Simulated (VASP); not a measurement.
# Mg (P6_3/mmc) in VASP: notebook, part 2 of 2

VASP 6.6.1. The steps go on from the part before.

**5. Single point, BLYP**

This run uses another cell than the first one, of 23.42 Å³/atom, 1.136 times its volume.

INCAR

```
SYSTEM = Mg
PREC = Accurate
ENCUT = 520
EDIFF = 1E-6
ISMEAR = -1
SIGMA = 0.1
LREAL = .False.
LASPH = .True.
NELM = 100
ALGO = Normal
ISIF = 2
LWAVE = .False.
LCHARG = .False.
GGA = B5
ALDAX = 1.0
AGGAX = 1.0
AGGAC = 1.0
ALDAC = 0.0
NBANDS = 9
```

KPOINTS

```
regular mesh
0
Gamma
  18 18 10
  0 0 0
```

POSCAR

```
Mg
1.0
    3.2162540886      0.0000000000      0.0000000000
   -1.6081270443      2.7853577458      0.0000000000
    0.0000000000      0.0000000000      5.2290504540
Mg
2
Direct
    0.3333333333      0.6666666667      0.2500000000
    0.6666666667      0.3333333333      0.7500000000
```

Potentials or basis: VASP PAW PBE potentials, release 64 (Mg).

On the command line:

```sh
cat potpaw_PBE.64/Mg/POTCAR > POTCAR
mpirun -np 1 vasp_std > vasp.out
```

OUTCAR:

```text
SYSTEM = Mg
   PREC = Accurate
   ENCUT = 520
   EDIFF = 1E-6
   ISMEAR = -1
   LREAL = .False.
   LASPH = .True.
   NELM = 100
   ISIF = 2
   GGA = B5

 ion  position               nearest neighbor table
   1  0.333  0.667  0.250-   2 3.21   2 3.21   2 3.21   2 3.21   2 3.21   2 3.21
   2  0.667  0.333  0.750-   1 3.21   1 3.21   1 3.21   1 3.21   1 3.21   1 3.21

  LATTYP: Found a hexagonal cell.
 ALAT       =     3.2162540886
 C/A-ratio  =     1.6258200720

  Lattice vectors:

 A1 = (   3.2162540886,   0.0000000000,   0.0000000000)
 A2 = (  -1.6081270443,   2.7853577458,   0.0000000000)
 A3 = (   0.0000000000,   0.0000000000,   5.2290504540)

Analysis of symmetry for initial positions (statically):
=====================================================================
 Subroutine PRICEL returns:
 Original cell was already a primitive cell.

 Routine SETGRP: Setting up the symmetry group for a
 hexagonal supercell.

 Subroutine GETGRP returns: Found 24 space group operations
 (whereof 12 operations were pure point group operations)
 out of a pool of 24 trial point group operations.

The static configuration has the point symmetry D_3d.
 The point group associated with its full space group is D_6h.

Analysis of symmetry for dynamics (positions and initial velocities):
=====================================================================
 Subroutine PRICEL returns:
 Original cell was already a primitive cell.

 Routine SETGRP: Setting up the symmetry group for a
 hexagonal supercell.

 Subroutine GETGRP returns: Found 24 space group operations
 (whereof 12 operations were pure point group operations)
 out of a pool of 24 trial point group operations.

The dynamic configuration has the point symmetry D_3d.
 The point group associated with its full space group is D_6h.

 Subroutine INISYM returns: Found 24 space group operations
 (whereof 12 operations are pure point group operations),
 and found     1 'primitive' translations

----------------------------------------------------------------------------------------

                                     Primitive cell

  volume of cell :      46.8440

  direct lattice vectors                    reciprocal lattice vectors
     3.216254089  0.000000000  0.000000000     0.310920709  0.179510155  0.000000000
    -1.608127044  2.785357746  0.000000000     0.000000000  0.359020310  0.000000000
     0.000000000  0.000000000  5.229050454     0.000000000  0.000000000  0.191239310

  length of vectors
     3.216254089  3.216254089  5.229050454     0.359020310  0.359020310  0.191239310

  position of ions in fractional coordinates (direct lattice)
     0.333333333  0.666666667  0.250000000
     0.666666667  0.333333333  0.750000000

  ion indices of the primitive-cell ions
   primitive index   ion index
                 1           1
                 2           2

----------------------------------------------------------------------------------------

 KPOINTS: regular mesh

Automatic generation of k-mesh.
 Grid dimensions read from file:
 generate k-points for:   18   18   10

 Generating k-lattice:

  Cartesian coordinates                     Fractional coordinates (reciprocal lattice)
     0.017273373  0.009972786  0.000000000     0.055555556  0.000000000  0.000000000
     0.000000000  0.019945573  0.000000000     0.000000000  0.055555556  0.000000000
     0.000000000  0.000000000  0.019123931     0.000000000  0.000000000  0.100000000

  Length of vectors
     0.019945573  0.019945573  0.019123931

  Shift w.r.t. Gamma in fractional coordinates (k-lattice)
     0.000000000  0.000000000  0.000000000

 Subroutine IBZKPT returns following result:
 ===========================================

 Found    222 irreducible k-points:

 Following reciprocal coordinates:
            Coordinates               Weight
  0.000000  0.000000  0.000000      1.000000
  0.055556  0.000000  0.000000      6.000000
  0.111111  0.000000  0.000000      6.000000
  0.166667  0.000000  0.000000      6.000000
  0.222222 -0.000000  0.000000      6.000000
  0.277778  0.000000  0.000000      6.000000
[... 16 lines left out ...]
  0.333333  0.111111  0.000000     12.000000
  0.388889  0.111111  0.000000     12.000000
 [... further k-points ...]
   k-points           NKPTS =    222   k-points in BZ     NKDIM =    222   number of bands    NBANDS=      9
   number of dos      NEDOS =    301   number of ions     NIONS =      2
   total plane-waves  NPLWV =  23040
   dimension x,y,z NGX =    24 NGY =   24 NGZ =   40
   dimension x,y,z NGXF=    48 NGYF=   48 NGZF=   80
   ions per type =               2
   NGX,Y,Z   is equivalent  to a cutoff of  12.41, 12.41, 12.72 a.u.
   NGXF,Y,Z  is equivalent  to a cutoff of  24.81, 24.81, 25.43 a.u.
 SYSTEM =  Mg
   PREC   = accura    normal or accurate (medium, high low for compatibility)
   ISTART =      0    job   : 0-new  1-cont  2-samecut
   ICHARG =      2    charge: 1-file 2-atom 10-const
   ISPIN  =      1    spin polarized calculation?
   LNONCOLLINEAR =      F non collinear calculations
   LSORBIT =      F    spin-orbit coupling
   LASPH  =      T    aspherical Exc in radial PAW
   ENCUT  =  520.0 eV  38.22 Ry    6.18 a.u.   5.98  5.98  9.72*2*pi/ulx,y,z
   NELM   =    100;   NELMIN=  2; NELMDL= -5     # of ELM steps
   EDIFF  = 0.1E-05   stopping-criterion for ELM
   LREAL  =      F    real-space projection
   EDIFFG = 0.1E-04   stopping-criterion for IOM
   NSW    =      0    number of steps for IOM
   IBRION =     -1    ionic relax: 0-MD 1-quasi-New 2-CG
   NFREE  =      0    steps in history (QN), initial steepest desc. (CG)
   ISIF   =      2    stress and relaxation
   ISYM   =      2    0-nonsym 1-usesym 2-fastsym
   POTIM  = 0.5000    time-step for ionic-motion
   TEBEG  =    0.0;   TEEND  =   0.0 temperature during run
   PSTRESS=    0.0 pullay stress
   NELECT =       4.0000    total number of electrons
   NUPDOWN=      -1.0000    fix difference up-down
   EMIN   =  10.00;   EMAX   =-10.00  energy-range for DOS
   EFERMI =   0.00;   METHOD = LEGACY
   ISMEAR =    -1;   SIGMA  =   0.10  broadening in eV -4-tet -1-fermi 0-gaus
   EFERMI_NEDOS =   21; number of points for ismear=-14 and -15
   IALGO  =     38    algorithm
   IMIX   =      4    mixing-type and parameters
     AMIX     =   0.40;   BMIX     =  1.00
     AMIX_MAG =   1.60;   BMIX_MAG =  1.00
  volume/ion in A,a.u.               =      23.42       158.06
  Fermi-wavevector in a.u.,A,eV,Ry     =   0.720903  1.362309  7.070961  0.519701
  Thomas-Fermi vector in A             =   1.810474
   LORBIT       =      0    0 simple, 1 ext, 2 COOP (PROOUT), +10 PAW based schemes
   GGA     = B5    functional components
   LHFCALC =     F    Hartree Fock is set to
   AEXX    =    0.0000 exact exchange contribution
   IVDW    =     0    specifies the selected vdW correction
   LEPSILON=     F    determine dielectric tensor
   LRPA    =     F    only Hartree local field effects (RPA)
 non-spin polarized calculation
  energy-cutoff  :      520.00
  volume of cell :       46.84
 maximum number of plane-waves:      1288
 NGX is ok and might be reduce to    24
   NGX = 11   NGY = 11   NGZ = 19

 number of electron       4.0000000 magnetization

 Free energy of the ion-electron system (eV)
  ---------------------------------------------------
  ext. energy  EPLUGINS =         0.00000000
  ---------------------------------------------------
  free energy    TOTEN  =        -1.50588116 eV

  energy without entropy =       -1.47738441  energy(sigma->0) =       -1.49163279

 E-fermi :   2.9749     XC(G=0):  -7.9860

 val. band max:        2.9668549466   @ k =   0.3333   0.2778   0.4000
 cond. band min:       2.9750245795   @ k =   0.2778   0.2222   0.2000
 fundamental gap:      0.0081696329
 Fermi energy:         2.9748776017

 k-point     1 :       0.0000    0.0000    0.0000
  band No.  band energies     occupation
      1      -3.8642      2.00000
      2       1.3915      2.00000
      3       1.6439      2.00000
      4      13.7622      0.00000
      5      13.7622      0.00000
      6      13.8056      0.00000
      7      13.8056      0.00000
      8      14.7005      0.00000
      9      16.1132      0.00000
[... 265 lines left out ...]
 k-point    24 :       0.3889    0.1111    0.0000
  band No.  band energies     occupation
      1       0.0732      2.00000
      2       2.1086      1.99965
      3       5.0485      0.00000
      4       5.5090      0.00000
      5       6.8967      0.00000
      6       7.0960      0.00000
      7       8.3132      0.00000
      8      12.0933      0.00000
      9      12.6942      0.00000

 [... further k-points ...]
[... 5 lines left out ...]
  --------------------------------------------------------------------------------------
  -------------------------------------------------------------------------------------
  Total        0.0162446      0.0162446     -0.0026302      0.0000000      0.0000000      0.0000000
  in kB        0.5556027      0.5556027     -0.0899580      0.0000000      0.0000000      0.0000000
  external PRESSURE =       0.3404158 kB  Pullay stress =       0.0000000 kB

 VOLUME and BASIS-vectors are now :
 -----------------------------------------------------------------------------
  energy-cutoff  :      520.00
  volume of cell :       46.84
      direct lattice vectors                 reciprocal lattice vectors
     3.216254089  0.000000000  0.000000000     0.310920709  0.179510155  0.000000000
    -1.608127044  2.785357746  0.000000000     0.000000000  0.359020310  0.000000000
     0.000000000  0.000000000  5.229050454     0.000000000  0.000000000  0.191239310

 POSITION                                       TOTAL-FORCE (eV/Angst)
 -----------------------------------------------------------------------------------
     -0.00000      1.85691      1.30726         0.000000      0.000000      0.000000
      1.60813      0.92845      3.92179        -0.000000      0.000000      0.000000
 -----------------------------------------------------------------------------------
    total drift:                                0.000000     -0.000000      0.000000

  FREE ENERGIE OF THE ION-ELECTRON SYSTEM (eV)
  ---------------------------------------------------
  free  energy   TOTEN  =        -1.5058811607 eV

  energy  without entropy=       -1.4773844131  energy(sigma->0) =       -1.49163279
```

OSZICAR:

```text
N       E                     dE             d eps       ncg     rms          rms(c)
DAV:   1     0.127584661933E+01    0.12758E+01   -0.12570E+03  3996   0.309E+02
DAV:   2    -0.144340835566E+01   -0.27193E+01   -0.26557E+01  5324   0.276E+01
DAV:   3    -0.148524915209E+01   -0.41841E-01   -0.41240E-01  5355   0.278E+00
DAV:   4    -0.148537984447E+01   -0.13069E-03   -0.13067E-03  5052   0.150E-01
DAV:   5    -0.148538038270E+01   -0.53824E-06   -0.53837E-06  5066   0.969E-03    0.773E-01
DAV:   6    -0.149537001338E+01   -0.99896E-02   -0.47227E-03  4628   0.378E-01    0.513E-01
DAV:   7    -0.150576383632E+01   -0.10394E-01   -0.20956E-02  4307   0.835E-01    0.486E-02
DAV:   8    -0.150587272262E+01   -0.10889E-03   -0.25119E-04  4845   0.972E-02    0.966E-03
DAV:   9    -0.150588039750E+01   -0.76749E-05   -0.79920E-06  4999   0.179E-02    0.433E-03
DAV:  10    -0.150588116067E+01   -0.76317E-06   -0.21502E-06  4717   0.910E-03
   1 F= -.15058812E+01 E0= -.14916328E+01  d E =-.284967E-01
```

stdout:

```text
POSCAR found type information on POSCAR Mg
 POSCAR found :  1 types and       2 ions
 scaLAPACK will be used
 -----------------------------------------------------------------------------
|                                                                             |
|                                                                             |
|     You enforced a specific xc type in the INCAR file but a different       |
|     I HOPE YOU KNOW WHAT YOU ARE DOING!                                     |
|                                                                             |
 -----------------------------------------------------------------------------

 LDA part: xc-table for (Slater(with rela. corr.)+VWN5), standard interpolation
 POSCAR, INCAR and KPOINTS ok, starting setup
 FFT: planning ... GRIDC
 FFT: planning ... GRID_SOFT
 FFT: planning ... GRID
 WAVECAR not read
 entering main loop
```

Wall time 38 s (1 thread of Intel Xeon Platinum 8375C at 2.90GHz (Ice Lake), shared host); peak memory 0.22 GiB.

Results:

```
Free energy            : -1.5059 eV
Pressure               : 0.0 GPa
Band gap on the k mesh : zero (band 2 reaches 4.02 eV, above the bottom of band 3 at 1.64 eV)
```

Caveat: the PAW data sets were made with another functional, which shifts forces and pressure a little.

**6. The runs side by side**

```csv
cell,gap on the mesh (eV),pressure (GPa)
"a = 3.082, b = 3.082, c = 5.011 Å, angles 90.0, 90.0, 120.0°, 2 atoms",none,5.4
"a = 3.128, b = 3.128, c = 5.086 Å, angles 90.0, 90.0, 120.0°, 2 atoms",none,3.2
"a = 3.173, b = 3.173, c = 5.158 Å, angles 90.0, 90.0, 120.0°, 2 atoms",none,1.4
"a = 3.216, b = 3.216, c = 5.229 Å, angles 90.0, 90.0, 120.0°, 2 atoms",none,0.0
```

Alike in all rows: task single point; level BLYP; potentials or basis VASP PAW PBE potentials, release 64 (Mg); no spin polarisation; k mesh 18 × 18 × 10; cutoff (eV) 520; smearing fermi-dirac 0.1 eV.

Caveats: the PAW data sets were made with another functional, which shifts forces and pressure a little.

Absolute energies hang on the potentials; compare differences alone.
